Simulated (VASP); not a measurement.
# Rb (I4/mmm) in VASP: electric field gradients with r2SCAN

Aim: the electric field gradients of Rb with r2SCAN.

Program: VASP 6.6.1. These are calculated values, not measurements. Logs are shortened: lines on timing, memory, paths and dates and some standing lists are left out, and cuts for length are marked.

## 1. The cell of the first run

It takes space group I4/mmm (No. 139, tetragonal). Conventional cell: a = 5.869 Å, b = 5.869 Å, c = 5.425 Å, α = 90.00°, β = 90.00°, γ = 90.00°.

## 2. Electric field gradients, r2SCAN (93.44 Å³/atom)

POSCAR reads:

```
Rb
1.0
   -2.9346823254      2.9346823254      2.7125168232
    2.9346823254     -2.9346823254      2.7125168232
    2.9346823254      2.9346823254     -2.7125168232
Rb
1
Direct
    0.0000000000      0.0000000000      0.0000000000
```

INCAR.step1 reads:

```
PREC = Accurate
ENCUT = 520
ISMEAR = -1
SIGMA = 0.08
LREAL = F
LASPH = T
NELM = 100
NBANDS = 10
GGA = PE
ALGO = Normal
EDIFF = 1E-4
LWAVE = T
LCHARG = F
```

INCAR.step2 reads:

```
PREC = Accurate
ENCUT = 520
EDIFF = 1E-8
ISMEAR = -1
SIGMA = 0.08
LREAL = F
LASPH = T
NELM = 100
ALGO = Normal
ISIF = 2
LWAVE = F
LCHARG = F
METAGGA = R2SCAN
LMIXTAU = T
LEFG = T
NBANDS = 10
ISTART = 1
```

KPOINTS reads:

```
Automatic mesh
0
Gamma
  10 10 10
```

Potentials or basis: VASP PAW PBE potentials, release 64 (Rb_sv).

Started as:

```
> cat potpaw_PBE.64/Rb_sv/POTCAR > POTCAR
> cp INCAR.step1 INCAR
> mpirun -np 1 vasp_std > vasp.out
> cp INCAR.step2 INCAR
> mpirun -np 1 vasp_std > vasp.out
```

OUTCAR:

```text
PREC = Accurate
   ENCUT = 520
   EDIFF = 1E-8
   ISMEAR = -1
   LREAL = F
   LASPH = T
   NELM = 100
   ISIF = 2
   METAGGA = R2SCAN
   ISTART = 1

 ion  position               nearest neighbor table
   1  0.000  0.000  0.000-

  LATTYP: Found a body centered tetragonal cell.
 ALAT       =     5.8693646508
 C/A-ratio  =     0.9242965754

  Lattice vectors:

 A1 = (  -2.9346823254,   2.9346823254,   2.7125168232)
 A2 = (   2.9346823254,  -2.9346823254,   2.7125168232)
 A3 = (   2.9346823254,   2.9346823254,  -2.7125168232)

Analysis of symmetry for initial positions (statically):
=====================================================================
 Subroutine PRICEL returns:
 Original cell was already a primitive cell.

 Routine SETGRP: Setting up the symmetry group for a
 body centered tetragonal supercell.

 Subroutine GETGRP returns: Found 16 space group operations
 (whereof 16 operations were pure point group operations)
 out of a pool of 16 trial point group operations.

The static configuration has the point symmetry D_4h.

Analysis of symmetry for dynamics (positions and initial velocities):
=====================================================================
 Subroutine PRICEL returns:
 Original cell was already a primitive cell.

 Routine SETGRP: Setting up the symmetry group for a
 body centered tetragonal supercell.

 Subroutine GETGRP returns: Found 16 space group operations
 (whereof 16 operations were pure point group operations)
 out of a pool of 16 trial point group operations.

The dynamic configuration has the point symmetry D_4h.

 Subroutine INISYM returns: Found 16 space group operations
 (whereof 16 operations are pure point group operations),
 and found     1 'primitive' translations

----------------------------------------------------------------------------------------

                                     Primitive cell

  volume of cell :      93.4447

  direct lattice vectors                    reciprocal lattice vectors
    -2.934682325  2.934682325  2.712516823     0.000000000  0.170376192  0.184330654
     2.934682325 -2.934682325  2.712516823     0.170376192  0.000000000  0.184330654
     2.934682325  2.934682325 -2.712516823     0.170376192  0.170376192  0.000000000

  length of vectors
     4.958071018  4.958071018  4.958071018     0.251009635  0.251009635  0.240948322

  position of ions in fractional coordinates (direct lattice)
     0.000000000  0.000000000  0.000000000

  ion indices of the primitive-cell ions
   primitive index   ion index
                 1           1

----------------------------------------------------------------------------------------

 KPOINTS: Automatic mesh

Automatic generation of k-mesh.
 Grid dimensions read from file:
 generate k-points for:   10   10   10

 Generating k-lattice:

  Cartesian coordinates                     Fractional coordinates (reciprocal lattice)
     0.000000000  0.017037619  0.018433065     0.100000000 -0.000000000  0.000000000
     0.017037619  0.000000000  0.018433065    -0.000000000  0.100000000  0.000000000
     0.017037619  0.017037619  0.000000000     0.000000000  0.000000000  0.100000000

  Length of vectors
     0.025100964  0.025100964  0.024094832

  Shift w.r.t. Gamma in fractional coordinates (k-lattice)
     0.000000000  0.000000000  0.000000000

 Subroutine IBZKPT returns following result:
 ===========================================

 Found    102 irreducible k-points:

 Following reciprocal coordinates:
            Coordinates               Weight
  0.000000  0.000000  0.000000      1.000000
  0.100000  0.000000  0.000000      8.000000
  0.200000  0.000000  0.000000      8.000000
  0.300000  0.000000  0.000000      8.000000
  0.400000 -0.000000  0.000000      8.000000
  0.500000 -0.000000  0.000000      4.000000
[... 16 lines left out ...]
  0.300000  0.300000  0.000000      8.000000
  0.400000  0.300000  0.000000     16.000000
 [... further k-points ...]
   k-points           NKPTS =    102   k-points in BZ     NKDIM =    102   number of bands    NBANDS=     10
   number of dos      NEDOS =    301   number of ions     NIONS =      1
   total plane-waves  NPLWV =  64000
   dimension x,y,z NGX =    40 NGY =   40 NGZ =   40
   dimension x,y,z NGXF=    80 NGYF=   80 NGZF=   80
   ions per type =               1
   NGX,Y,Z   is equivalent  to a cutoff of  13.41, 13.41, 13.41 a.u.
   NGXF,Y,Z  is equivalent  to a cutoff of  26.82, 26.82, 26.82 a.u.
 SYSTEM =  unknown system
   PREC   = accura    normal or accurate (medium, high low for compatibility)
   ISTART =      1    job   : 0-new  1-cont  2-samecut
   ICHARG =      0    charge: 1-file 2-atom 10-const
   ISPIN  =      1    spin polarized calculation?
   LNONCOLLINEAR =      F non collinear calculations
   LSORBIT =      F    spin-orbit coupling
   LASPH  =      T    aspherical Exc in radial PAW
   ENCUT  =  520.0 eV  38.22 Ry    6.18 a.u.   9.22  9.22  9.22*2*pi/ulx,y,z
   NELM   =    100;   NELMIN=  2; NELMDL=  0     # of ELM steps
   EDIFF  = 0.1E-07   stopping-criterion for ELM
   LREAL  =      F    real-space projection
   EDIFFG = 0.1E-06   stopping-criterion for IOM
   NSW    =      0    number of steps for IOM
   IBRION =     -1    ionic relax: 0-MD 1-quasi-New 2-CG
   NFREE  =      0    steps in history (QN), initial steepest desc. (CG)
   ISIF   =      2    stress and relaxation
   ISYM   =      2    0-nonsym 1-usesym 2-fastsym
   POTIM  = 0.5000    time-step for ionic-motion
   TEBEG  =    0.0;   TEEND  =   0.0 temperature during run
   PSTRESS=    0.0 pullay stress
   NELECT =       9.0000    total number of electrons
   NUPDOWN=      -1.0000    fix difference up-down
   EMIN   =  10.00;   EMAX   =-10.00  energy-range for DOS
   EFERMI =   0.00;   METHOD = LEGACY
   ISMEAR =    -1;   SIGMA  =   0.08  broadening in eV -4-tet -1-fermi 0-gaus
   EFERMI_NEDOS =   21; number of points for ismear=-14 and -15
   IALGO  =     38    algorithm
   IMIX   =      4    mixing-type and parameters
     AMIX     =   0.40;   BMIX     =  1.00
     AMIX_MAG =   1.60;   BMIX_MAG =  1.00
  volume/ion in A,a.u.               =      93.44       630.60
  Fermi-wavevector in a.u.,A,eV,Ry     =   0.750420  1.418087  7.661842  0.563129
  Thomas-Fermi vector in A             =   1.847166
   LORBIT       =      0    0 simple, 1 ext, 2 COOP (PROOUT), +10 PAW based schemes
   METAGGA = R2SCAN    functional components
   LHFCALC =     F    Hartree Fock is set to
   AEXX    =    0.0000 exact exchange contribution
   IVDW    =     0    specifies the selected vdW correction
   LEPSILON=     F    determine dielectric tensor
   LRPA    =     F    only Hartree local field effects (RPA)
 non-spin polarized calculation
  energy-cutoff  :      520.00
  volume of cell :       93.44
 maximum number of plane-waves:      2542
 NGX is ok and might be reduce to    40
   NGX = 19   NGY = 19   NGZ = 19

 number of electron       9.0000000 magnetization

 Free energy of the ion-electron system (eV)
  ---------------------------------------------------
  ext. energy  EPLUGINS =         0.00000000
  ---------------------------------------------------
  free energy    TOTEN  =       -13.92583084 eV

  energy without entropy =      -13.90689908  energy(sigma->0) =      -13.91636496

 E-fermi :   0.0114     XC(G=0):  -5.6574

 val. band max:       -0.0031217746   @ k =  -0.4000   0.4000   0.2000
 cond. band min:       0.0273948792   @ k =  -0.2000   0.4000   0.2000
 fundamental gap:      0.0305166538
 Fermi energy:         0.0114187544

 k-point     1 :       0.0000    0.0000    0.0000
  band No.  band energies     occupation
      1     -30.0821      2.00000
      2     -13.5738      2.00000
      3     -13.5736      2.00000
      4     -13.5736      2.00000
      5      -2.0460      2.00000
      6       3.8195      0.00000
      7       4.2692      0.00000
      8       4.2692      0.00000
      9       4.7575      0.00000
     10       5.3594      0.00000

 k-point     2 :       0.1000    0.0000    0.0000
  band No.  band energies     occupation
      1     -30.0817      2.00000
      2     -13.5825      2.00000
      3     -13.5765      2.00000
      4     -13.5740      2.00000
      5      -1.9200      2.00000
      6       3.7445      0.00000
      7       3.9936      0.00000
      8       4.2387      0.00000
      9       4.7088      0.00000
     10       5.1228      0.00000

 k-point     3 :       0.2000    0.0000    0.0000
  band No.  band energies     occupation
      1     -30.0806      2.00000
      2     -13.6053      2.00000
      3     -13.5841      2.00000
      4     -13.5748      2.00000
      5      -1.5529      2.00000
      6       3.2017      0.00000
      7       3.4117      0.00000
      8       4.4747      0.00000
      9       4.7913      0.00000
     10       4.9929      0.00000

 k-point     4 :       0.3000    0.0000    0.0000
  band No.  band energies     occupation
      1     -30.0793      2.00000
      2     -13.6330      2.00000
      3     -13.5934      2.00000
      4     -13.5759      2.00000
      5      -0.9769      1.99999
      6       2.3262      0.00000
      7       3.0556      0.00000
      8       4.8865      0.00000
      9       4.9697      0.00000
     10       5.0573      0.00000
[... 222 lines left out ...]
 k-point    22 :      -0.2000    0.2000    0.0000
  band No.  band energies     occupation
      1     -30.0807      2.00000
      2     -13.6051      2.00000
      3     -13.5825      2.00000
      4     -13.5726      2.00000
      5      -1.5915      2.00000
      6       2.9423      0.00000
      7       3.7935      0.00000
      8       4.5165      0.00000
      9       4.7136      0.00000
     10       5.1118      0.00000

 k-point    23 :       0.3000    0.3000    0.0000
  band No.  band energies     occupation
      1     -30.0775      2.00000
      2     -13.6445      2.00000
      3     -13.6245      2.00000
      4     -13.5863      2.00000
      5       0.8403      0.00006
      6       1.2455      0.00000
      7       1.6875      0.00000
      8       4.4641      0.00000
      9       4.9082      0.00000
     10       5.6714      0.00000

 k-point    24 :       0.4000    0.3000    0.0000
  band No.  band energies     occupation
      1     -30.0776      2.00000
      2     -13.6424      2.00000
      3     -13.6258      2.00000
      4     -13.5843      2.00000
      5       0.6609      0.00060
      6       1.3230      0.00000
      7       1.7662      0.00000
      8       4.4759      0.00000
      9       5.0686      0.00000
     10       5.4628      0.00000

 [... further k-points ...]
[... 5 lines left out ...]
  --------------------------------------------------------------------------------------
  -------------------------------------------------------------------------------------
  Total        0.0180408      0.0180408      0.0539163      0.0000000      0.0000000      0.0000000
  in kB        0.3093224      0.3093224      0.9244338      0.0000000      0.0000000      0.0000000
  external PRESSURE =       0.5143595 kB  Pullay stress =       0.0000000 kB

 VOLUME and BASIS-vectors are now :
 -----------------------------------------------------------------------------
  energy-cutoff  :      520.00
  volume of cell :       93.44
      direct lattice vectors                 reciprocal lattice vectors
    -2.934682325  2.934682325  2.712516823     0.000000000  0.170376192  0.184330654
     2.934682325 -2.934682325  2.712516823     0.170376192  0.000000000  0.184330654
     2.934682325  2.934682325 -2.712516823     0.170376192  0.170376192  0.000000000

 POSITION                                       TOTAL-FORCE (eV/Angst)
 -----------------------------------------------------------------------------------
      0.00000      0.00000      0.00000        -0.000000      0.000000     -0.000000
 -----------------------------------------------------------------------------------
    total drift:                               -0.000000     -0.000000     -0.000000

  FREE ENERGIE OF THE ION-ELECTRON SYSTEM (eV)
  ---------------------------------------------------
  free  energy   TOTEN  =       -13.9258308360 eV

  energy  without entropy=      -13.9068990818  energy(sigma->0) =      -13.91636496

 Electric field gradients (V/A^2)
---------------------------------------------------------------------
 ion       V_xx      V_yy      V_zz      V_xy      V_xz      V_yz
---------------------------------------------------------------------
   1      -0.292    -0.292     0.584    -0.000    -0.000    -0.000
---------------------------------------------------------------------

 Electric field gradients after diagonalization (V/A^2)
 (convention: |V_zz| > |V_xx| > |V_yy|)
----------------------------------------------------------------------
 ion       V_xx      V_yy      V_zz     asymmetry (V_yy - V_xx)/ V_zz
----------------------------------------------------------------------
   1      -0.292    -0.292     0.584       0.000
----------------------------------------------------------------------

           NMR quadrupolar parameters

 Cq : quadrupolar parameter    Cq=e*Q*V_zz/h
 eta: asymmetry parameters     (V_yy - V_xx)/ V_zz
 Q  : nuclear electric quadrupole moment in mb (millibarn)
----------------------------------------------------------------------
 ion       Cq(MHz)       eta       Q (mb)
----------------------------------------------------------------------
   1       0.001       0.000       1.000
----------------------------------------------------------------------
```

Run time: 4.9 min. Hardware: 1 thread of AMD EPYC 9R45 (Zen 5), shared host; peak memory 0.27 GiB.

Results:

| Quantity | Value |
| --- | --- |
| Free energy | -13.9258 eV |
| Pressure | 0.1 GPa |
| Band gap on the k mesh | zero (an odd number of electrons rules out a gap without spin polarisation) |
| Largest electric field gradient by atom | Rb +0.6 V/Å² |

Electric field gradients, principal values (V/Å²):
```csv
atom,least,middle,greatest (by size)
1 Rb,-0.292,-0.292,0.584
```

Caveat: without QUAD_EFG the Cq values of the log hold for a quadrupole moment of 1 mb, not for the nuclei; the PAW data sets were made with another functional, which shifts forces and pressure a little.
